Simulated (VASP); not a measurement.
# SrTiO3 (Pm-3m) in VASP: notebook

The runs below take SrTiO3 through single point, with PBE.

Program: VASP 6.6.1. These are calculated values, not measurements. Logs are shortened: lines on timing, memory, paths and dates and some standing lists are left out, and cuts for length are marked.

## 1. The cell of the first run

Symmetry: Pm-3m, No. 221, cubic system. Conventional cell: a = 3.883 Å, b = 3.883 Å, c = 3.883 Å, α = 90.00°, β = 90.00°, γ = 90.00°. Sr (site symmetry m-3m) has 12 O at 2.75 Å and 8 Ti at 3.36 Å within 3.6 Å. Ti (site symmetry m-3m) has 6 O at 1.94 Å within 2.6 Å. Within 2.6 Å of O (site symmetry 4/mmm) lie 2 Ti at 1.94 Å.

## 2. Single point, PBE (11.71 Å³/atom)

INCAR reads:

```
ALGO = Normal
EDIFF = 1E-6
ENCUT = 520
GGA = PE
ISIF = 2
ISMEAR = 0
LASPH = True
LCHARG = False
LREAL = False
LWAVE = False
NBANDS = 28
NELM = 100
PREC = Accurate
SIGMA = 0.05
```

KPOINTS reads:

```
k-points
0
Gamma
  6 6 6
```

POSCAR reads:

```
SrTiO3
1.0
    3.8832652937      0.0000000000      0.0000000000
    0.0000000000      3.8832652937      0.0000000000
    0.0000000000      0.0000000000      3.8832652937
Sr Ti O
1 1 3
Direct
    0.5000000000      0.5000000000      0.5000000000
    0.0000000000      0.0000000000      0.0000000000
    0.5000000000      0.0000000000      0.0000000000
    0.0000000000      0.5000000000      0.0000000000
    0.0000000000      0.0000000000      0.5000000000
```

Potentials or basis: VASP PAW PBE potentials, release 64 (Sr_sv, Ti_sv, O).

On the command line:

```bash
cat potpaw_PBE.64/Sr_sv/POTCAR potpaw_PBE.64/Ti_sv/POTCAR potpaw_PBE.64/O/POTCAR > POTCAR
mpirun -np 1 vasp_std > vasp.out
```

OUTCAR:

```text
EDIFF = 1E-6
   ENCUT = 520
   GGA = PE
   ISIF = 2
   ISMEAR = 0
   LASPH = True
   LREAL = False
   NELM = 100
   PREC = Accurate

 ion  position               nearest neighbor table
   1  0.500  0.500  0.500-   3 2.75   4 2.75   5 2.75   3 2.75   4 2.75   3 2.75   5 2.75   3 2.75
                             4 2.75   5 2.75   4 2.75   5 2.75   2 3.36   2 3.36   2 3.36   2 3.36
   2  0.000  0.000  0.000-   3 1.94   4 1.94   5 1.94   5 1.94   4 1.94   3 1.94   1 3.36   1 3.36
                             1 3.36   1 3.36   1 3.36   1 3.36   1 3.36   1 3.36
   3  0.500  0.000  0.000-   2 1.94   2 1.94   1 2.75   1 2.75   1 2.75   1 2.75
   4  0.000  0.500  0.000-   2 1.94   2 1.94   1 2.75   1 2.75   1 2.75   1 2.75
   5  0.000  0.000  0.500-   2 1.94   2 1.94   1 2.75   1 2.75   1 2.75   1 2.75

  LATTYP: Found a simple cubic cell.
 ALAT       =     3.8832652937

  Lattice vectors:

 A1 = (   3.8832652937,   0.0000000000,   0.0000000000)
 A2 = (   0.0000000000,   3.8832652937,   0.0000000000)
 A3 = (   0.0000000000,   0.0000000000,   3.8832652937)

Analysis of symmetry for initial positions (statically):
=====================================================================
 Subroutine PRICEL returns:
 Original cell was already a primitive cell.

 Routine SETGRP: Setting up the symmetry group for a
 simple cubic supercell.

 Subroutine GETGRP returns: Found 48 space group operations
 (whereof 48 operations were pure point group operations)
 out of a pool of 48 trial point group operations.

The static configuration has the point symmetry O_h .

Analysis of symmetry for dynamics (positions and initial velocities):
=====================================================================
 Subroutine PRICEL returns:
 Original cell was already a primitive cell.

 Routine SETGRP: Setting up the symmetry group for a
 simple cubic supercell.

 Subroutine GETGRP returns: Found 48 space group operations
 (whereof 48 operations were pure point group operations)
 out of a pool of 48 trial point group operations.

The dynamic configuration has the point symmetry O_h .

 Subroutine INISYM returns: Found 48 space group operations
 (whereof 48 operations are pure point group operations),
 and found     1 'primitive' translations

----------------------------------------------------------------------------------------

                                     Primitive cell

  volume of cell :      58.5587

  direct lattice vectors                    reciprocal lattice vectors
     3.883265294  0.000000000  0.000000000     0.257515242  0.000000000  0.000000000
     0.000000000  3.883265294  0.000000000     0.000000000  0.257515242  0.000000000
     0.000000000  0.000000000  3.883265294     0.000000000  0.000000000  0.257515242

  length of vectors
     3.883265294  3.883265294  3.883265294     0.257515242  0.257515242  0.257515242

  position of ions in fractional coordinates (direct lattice)
     0.500000000  0.500000000  0.500000000
     0.000000000  0.000000000  0.000000000
     0.500000000  0.000000000  0.000000000
     0.000000000  0.500000000  0.000000000
     0.000000000  0.000000000  0.500000000

  ion indices of the primitive-cell ions
   primitive index   ion index
                 1           1
                 2           2
                 3           3
                 4           4
                 5           5

----------------------------------------------------------------------------------------

 KPOINTS: k-points

Automatic generation of k-mesh.
 Grid dimensions read from file:
 generate k-points for:    6    6    6

 Generating k-lattice:

  Cartesian coordinates                     Fractional coordinates (reciprocal lattice)
     0.042919207  0.000000000  0.000000000     0.166666667  0.000000000  0.000000000
     0.000000000  0.042919207  0.000000000     0.000000000  0.166666667  0.000000000
     0.000000000  0.000000000  0.042919207     0.000000000  0.000000000  0.166666667

  Length of vectors
     0.042919207  0.042919207  0.042919207

  Shift w.r.t. Gamma in fractional coordinates (k-lattice)
     0.000000000  0.000000000  0.000000000

 Subroutine IBZKPT returns following result:
 ===========================================

 Found     20 irreducible k-points:

 Following reciprocal coordinates:
            Coordinates               Weight
  0.000000  0.000000  0.000000      1.000000
  0.166667  0.000000  0.000000      6.000000
  0.333333  0.000000  0.000000      6.000000
  0.500000  0.000000  0.000000      3.000000
  0.166667  0.166667  0.000000     12.000000
  0.333333  0.166667  0.000000     24.000000
[... 12 lines left out ...]
  0.500000  0.500000  0.333333      6.000000
  0.500000  0.500000  0.500000      1.000000
   k-points           NKPTS =     20   k-points in BZ     NKDIM =     20   number of bands    NBANDS=     28
   number of dos      NEDOS =    301   number of ions     NIONS =      5
   total plane-waves  NPLWV =  27000
[... 36 lines left out ...]
  volume/ion in A,a.u.               =      11.71        79.03
  Fermi-wavevector in a.u.,A,eV,Ry     =   1.441776  2.724561 28.282673  2.078718
  Thomas-Fermi vector in A             =   2.560370
   LORBIT       =      0    0 simple, 1 ext, 2 COOP (PROOUT), +10 PAW based schemes
   GGA     = PE    functional components
   LHFCALC =     F    Hartree Fock is set to
   AEXX    =    0.0000 exact exchange contribution
   IVDW    =     0    specifies the selected vdW correction
   LEPSILON=     F    determine dielectric tensor
   LRPA    =     F    only Hartree local field effects (RPA)
 non-spin polarized calculation
 Gauss-broadening in eV      SIGMA  =   0.05
  energy-cutoff  :      520.00
  volume of cell :       58.56
 maximum number of plane-waves:      1596
 NGX is ok and might be reduce to    30
   NGX = 15   NGY = 15   NGZ = 15

 number of electron      40.0000017 magnetization

 Free energy of the ion-electron system (eV)
  ---------------------------------------------------
  ext. energy  EPLUGINS =         0.00000000
  ---------------------------------------------------
  free energy    TOTEN  =       -40.03386431 eV

  energy without entropy =      -40.03386431  energy(sigma->0) =      -40.03386431

 E-fermi :   4.7016     XC(G=0): -11.3597

 val. band max:        4.3041685935   @ k =   0.5000   0.5000   0.5000
 cond. band min:       6.1897264219   @ k =   0.0000   0.0000   0.0000
 fundamental gap:      1.8855578283
 Fermi energy:         4.7016444950

 k-point     1 :       0.0000    0.0000    0.0000
  band No.  band energies     occupation
      1     -52.0926      2.00000
      2     -28.4356      2.00000
      3     -28.3500      2.00000
      4     -28.3500      2.00000
      5     -28.3500      2.00000
      6     -13.1858      2.00000
[... 20 lines left out ...]
     27       9.7248      0.00000
     28      10.6664      0.00000

 k-point     2 :       0.1667    0.0000    0.0000
  band No.  band energies     occupation
      1     -52.0922      2.00000
      2     -28.4674      2.00000
      3     -28.3492      2.00000
      4     -28.3492      2.00000
      5     -28.3311      2.00000
      6     -13.2060      2.00000
[... 20 lines left out ...]
     27      10.2056      0.00000
     28      11.3195      0.00000

 k-point     3 :       0.3333    0.0000    0.0000
  band No.  band energies     occupation
      1     -52.0913      2.00000
      2     -28.5177      2.00000
      3     -28.3476      2.00000
      4     -28.3476      2.00000
      5     -28.3061      2.00000
      6     -13.3374      2.00000
[... 20 lines left out ...]
     27      11.2201      0.00000
     28      12.4728      0.00000

 k-point     4 :       0.5000    0.0000    0.0000
  band No.  band energies     occupation
      1     -52.0909      2.00000
      2     -28.5403      2.00000
      3     -28.3468      2.00000
      4     -28.3468      2.00000
      5     -28.2960      2.00000
      6     -13.4226      2.00000
[... 454 lines left out ...]
     27      12.2548      0.00000
     28      12.5938      0.00000

 k-point    19 :       0.5000    0.5000    0.3333
  band No.  band energies     occupation
      1     -52.0879      2.00000
      2     -28.4220      2.00000
      3     -28.4220      2.00000
      4     -28.4018      2.00000
      5     -28.3743      2.00000
      6     -11.9967      2.00000
[... 20 lines left out ...]
     27      12.3096      0.00000
     28      12.8754      0.00000

 k-point    20 :       0.5000    0.5000    0.5000
  band No.  band energies     occupation
      1     -52.0875      2.00000
      2     -28.4209      2.00000
      3     -28.4209      2.00000
      4     -28.4209      2.00000
      5     -28.3693      2.00000
      6     -11.8005      2.00000
[... 20 lines left out ...]
     27      12.8756      0.00000
     28      12.8756      0.00000

------------------------ aborting loop because EDIFF is reached ----------------------------------------

  FORCE on cell =-STRESS in cart. coord.  units (eV):
  Direction    XX          YY          ZZ          XY          YZ          ZX
  --------------------------------------------------------------------------------------
  -------------------------------------------------------------------------------------
  Total        3.0303470      3.0303470      3.0303470      0.0000000      0.0000000     -0.0000000
  in kB       82.9109250     82.9109250     82.9109250      0.0000000      0.0000000     -0.0000000
  external PRESSURE =      82.9109250 kB  Pullay stress =       0.0000000 kB

 VOLUME and BASIS-vectors are now :
 -----------------------------------------------------------------------------
  energy-cutoff  :      520.00
  volume of cell :       58.56
      direct lattice vectors                 reciprocal lattice vectors
     3.883265294  0.000000000  0.000000000     0.257515242  0.000000000  0.000000000
     0.000000000  3.883265294  0.000000000     0.000000000  0.257515242  0.000000000
     0.000000000  0.000000000  3.883265294     0.000000000  0.000000000  0.257515242

 POSITION                                       TOTAL-FORCE (eV/Angst)
 -----------------------------------------------------------------------------------
      1.94163      1.94163      1.94163         0.000000      0.000000      0.000000
      0.00000      0.00000      0.00000         0.000000      0.000000      0.000000
      1.94163      0.00000      0.00000         0.000000      0.000000      0.000000
      0.00000      1.94163      0.00000         0.000000      0.000000      0.000000
      0.00000      0.00000      1.94163         0.000000      0.000000      0.000000
 -----------------------------------------------------------------------------------
    total drift:                                0.000000     -0.000000      0.000000

  FREE ENERGIE OF THE ION-ELECTRON SYSTEM (eV)
  ---------------------------------------------------
  free  energy   TOTEN  =       -40.0338643148 eV

  energy  without entropy=      -40.0338643148  energy(sigma->0) =      -40.03386431
```

Wall time 75 s (1 thread of Intel Xeon 8259CL, shared host); peak memory 0.19 GiB.

What came out:

* Free energy: -40.0339 eV
* Pressure: 8.3 GPa
* Band gap on the k mesh: 1.89 eV (least direct gap 2.23 eV)

Caveat: the cell stands under pressure. A k mesh can miss the band edges.

## 3. Single point, PBE

This run uses another cell than the first one, of 11.91 Å³/atom.

INCAR reads:

```
PREC = Accurate
ENCUT = 520
EDIFF = 1E-6
ISMEAR = 0
SIGMA = 0.05
LREAL = False
LASPH = True
NELM = 60
ALGO = Normal
ISIF = 2
LWAVE = False
LCHARG = False
GGA = PE
NBANDS = 28
```

KPOINTS reads:

```
regular mesh
0
Gamma
  6 6 6
```

Edit POSCAR of step 2 so:

```diff
@@ -2,5 +2,5 @@
 1.0
-    3.8832652937      0.0000000000      0.0000000000
-    0.0000000000      3.8832652937      0.0000000000
-    0.0000000000      0.0000000000      3.8832652937
+    3.9052800000      0.0000000000      0.0000000000
+    0.0000000000      3.9052800000      0.0000000000
+    0.0000000000      0.0000000000      3.9052800000
 Sr Ti O
```

Potentials or basis: VASP PAW PBE potentials, release 64 (Sr_sv, Ti_sv, O).

On the command line:

```bash
cat potpaw_PBE.64/Sr_sv/POTCAR potpaw_PBE.64/Ti_sv/POTCAR potpaw_PBE.64/O/POTCAR > POTCAR
mpirun -np 1 vasp_std > vasp.out
```

It took 64 s on 1 thread of Intel Xeon 8259CL, shared host; peak memory 0.19 GiB.

The run converged. Its results:

```
Free energy            : -40.0764 eV
Pressure               : 4.9 GPa
Band gap on the k mesh : 1.85 eV (least direct gap 2.21 eV)
```

Levels at points of the mesh, in eV from the valence-band top:
| k point | band 18 | band 19 | band 20 | band 21 | band 22 | band 23 |
| --- | --- | --- | --- | --- | --- | --- |
| (0.00, 0.00, 0.00) | -0.36 | -0.36 | -0.36 | 1.85 | 1.85 | 1.85 |
| (0.50, 0.00, 0.00) | -1.99 | -0.73 | -0.73 | 2.02 | 3.78 | 3.78 |
| (0.50, 0.50, 0.00) | -1.57 | -1.57 | -0.09 | 3.79 | 3.79 | 4.24 |
| (0.50, 0.50, 0.50) | 0.00 | 0.00 | 0.00 | 4.46 | 4.46 | 4.46 |

Caveat: the cell stands under pressure. A k mesh can miss the band edges.

## 4. Single point, PBE (12.25 Å³/atom)

This run uses another cell than the first one, of 12.25 Å³/atom.

INCAR reads:

```
PREC     = Accurate       # precision mode
ENCUT    = 520            # plane-wave cutoff, eV
EDIFF    = 1E-7           # SCF threshold, eV
ISMEAR   = 0              # smearing method
SIGMA    = 0.05           # smearing width, eV
LREAL    = False          # projectors in reciprocal space
LASPH    = True           # aspherical terms in the spheres
NELM     = 60             # most SCF steps
ALGO     = Normal         # electronic algorithm
ISIF     = 2              # what is computed and relaxed
LWAVE    = False          # write WAVECAR
LCHARG   = False          # write CHGCAR
GGA      = PE             # functional
NBANDS   = 28             # bands
```

KPOINTS is that of step 3.

Edit POSCAR of step 3 so:

```diff
@@ -2,5 +2,5 @@
 1.0
-    3.9052800000      0.0000000000      0.0000000000
-    0.0000000000      3.9052800000      0.0000000000
-    0.0000000000      0.0000000000      3.9052800000
+    3.9421195835      0.0000000000      0.0000000000
+    0.0000000000      3.9421195835      0.0000000000
+    0.0000000000      0.0000000000      3.9421195835
 Sr Ti O
```

On the command line:

```bash
cat potpaw_PBE.64/Sr_sv/POTCAR potpaw_PBE.64/Ti_sv/POTCAR potpaw_PBE.64/O/POTCAR > POTCAR
mpirun -np 1 vasp_std > vasp.out
```

It took 82 s on 1 thread of Intel Xeon 8259CL, shared host; peak memory 0.19 GiB.

Results (log left out):

```yaml
Free_energy: -40.1034 eV
Pressure: -0.1 GPa
Band_gap_on_the_k_mesh: 1.80 eV (least direct gap 2.17 eV)
```

Levels at points of the mesh, in eV from the valence-band top:
| k point | band 18 | band 19 | band 20 | band 21 | band 22 | band 23 |
| --- | --- | --- | --- | --- | --- | --- |
| (0.00, 0.00, 0.00) | -0.37 | -0.37 | -0.37 | 1.80 | 1.80 | 1.80 |
| (0.50, 0.00, 0.00) | -1.90 | -0.73 | -0.73 | 1.96 | 3.63 | 3.63 |
| (0.50, 0.50, 0.00) | -1.54 | -1.54 | -0.09 | 3.64 | 3.64 | 4.08 |
| (0.50, 0.50, 0.50) | 0.00 | 0.00 | 0.00 | 4.28 | 4.28 | 4.28 |

A k mesh can miss the band edges. A hybrid or GW would open this gap; PBE tends to underestimate it.

## 5. Single point, PBE (12.20 Å³/atom)

This run uses another cell than the first one, of 12.20 Å³/atom.

INCAR reads:

```
PREC = Accurate
ENCUT = 520
EDIFF = 1E-6
ISMEAR = 0
SIGMA = 0.05
LREAL = False
LASPH = True
NELM = 60
ALGO = Normal
ISIF = 2
LWAVE = False
LCHARG = False
GGA = PE
NBANDS = 28
```

KPOINTS is that of step 4.

Edit POSCAR of step 4 so:

```diff
@@ -2,5 +2,5 @@
 1.0
-    3.9421195835      0.0000000000      0.0000000000
-    0.0000000000      3.9421195835      0.0000000000
-    0.0000000000      0.0000000000      3.9421195835
+    3.9364673198      0.0000000000      0.0000000000
+    0.0000000000      3.9364673198      0.0000000000
+    0.0000000000      0.0000000000      3.9364673198
 Sr Ti O
```

On the command line:

```bash
cat potpaw_PBE.64/Sr_sv/POTCAR potpaw_PBE.64/Ti_sv/POTCAR potpaw_PBE.64/O/POTCAR > POTCAR
mpirun -np 1 vasp_std > vasp.out
```

It took 86 s on 1 thread of Intel Xeon 8259CL, shared host; peak memory 0.19 GiB.

The run converged. Its results:

| Property | Result |
| --- | --- |
| Free energy | -40.1026 eV |
| Pressure | 0.6 GPa |
| Band gap on the k mesh | 1.81 eV (least direct gap 2.18 eV) |

Levels at points of the mesh, in eV from the valence-band top:
```tsv
k point	band 16	band 17	band 18	band 19	band 20	band 21	band 22	band 23	band 24	band 25
(0.00, 0.00, 0.00)	-1.13	-1.13	-0.37	-0.37	-0.37	1.81	1.81	1.81	4.14	4.14
(0.50, 0.00, 0.00)	-2.29	-2.29	-1.91	-0.73	-0.73	1.97	3.66	3.66	4.15	6.28
(0.50, 0.50, 0.00)	-2.77	-1.74	-1.54	-1.54	-0.09	3.66	3.66	4.11	5.08	7.77
(0.50, 0.50, 0.50)	-3.67	-3.67	0.00	0.00	0.00	4.31	4.31	4.31	6.85	6.85
```

A k mesh can miss the band edges.

## 6. Single point, PBE (12.69 Å³/atom)

This run uses another cell than the first one, of 12.69 Å³/atom.

INCAR reads:

```
  ALGO = Normal
  EDIFF = 1E-6
  ENCUT = 520
  GGA = PE
  ISIF = 2
  ISMEAR = 0
  LASPH = True
  LCHARG = False
  LREAL = False
  LWAVE = False
  NBANDS = 28
  NELM = 60
  PREC = Accurate
  SIGMA = 0.05
```

KPOINTS reads:

```
k-points
0
Gamma
  6 6 6
```

Edit POSCAR of step 5 so:

```diff
@@ -2,5 +2,5 @@
 1.0
-    3.9364673198      0.0000000000      0.0000000000
-    0.0000000000      3.9364673198      0.0000000000
-    0.0000000000      0.0000000000      3.9364673198
+    3.9882688829      0.0000000000      0.0000000000
+    0.0000000000      3.9882688829      0.0000000000
+    0.0000000000      0.0000000000      3.9882688829
 Sr Ti O
```

Potentials or basis: VASP PAW PBE potentials, release 64 (Sr_sv, Ti_sv, O).

On the command line:

```bash
cat potpaw_PBE.64/Sr_sv/POTCAR potpaw_PBE.64/Ti_sv/POTCAR potpaw_PBE.64/O/POTCAR > POTCAR
mpirun -np 1 vasp_std > vasp.out
```

Wall time 82 s (1 thread of Intel Xeon 8259CL, shared host); peak memory 0.19 GiB.

Results (log left out):

```
Free energy            : -40.0660 eV
Pressure               : -5.6 GPa
Band gap on the k mesh : 1.74 eV (least direct gap 2.12 eV)
```

Levels at points of the mesh, in eV from the valence-band top:
```csv
k point,band 17,band 18,band 19,band 20,band 21,band 22,band 23,band 24
"(0.00, 0.00, 0.00)",-1.07,-0.39,-0.39,-0.39,1.73,1.73,1.73,3.87
"(0.50, 0.00, 0.00)",-2.20,-1.80,-0.73,-0.73,1.88,3.46,3.46,3.87
"(0.50, 0.50, 0.00)",-1.76,-1.50,-1.50,-0.08,3.46,3.46,3.89,4.75
"(0.50, 0.50, 0.50)",-3.55,0.00,0.00,0.00,4.07,4.07,4.07,6.70
```

Caveat: the cell stands under tension.

## 7. The runs side by side

| cell | gap on the mesh (eV) | pressure (GPa) |
| --- | --- | --- |
| a = 3.883 Å, 5 atoms | 1.89 | 8.3 |
| a = 3.905 Å, 5 atoms | 1.85 | 4.9 |
| a = 3.942 Å, 5 atoms | 1.80 | -0.1 |
| a = 3.936 Å, 5 atoms | 1.81 | 0.6 |
| a = 3.988 Å, 5 atoms | 1.74 | -5.6 |

Alike in all rows: task single point; level PBE; potentials or basis VASP PAW PBE potentials, release 64 (Sr_sv, Ti_sv, O); no spin polarisation; k mesh 6 × 6 × 6; cutoff (eV) 520; smearing gaussian 0.05 eV.

Caveats: the cell stands under pressure (at least some runs); the cell stands under tension (at least some runs).

Total energies depend on the potentials used, so only differences within one code and one set of settings carry meaning.
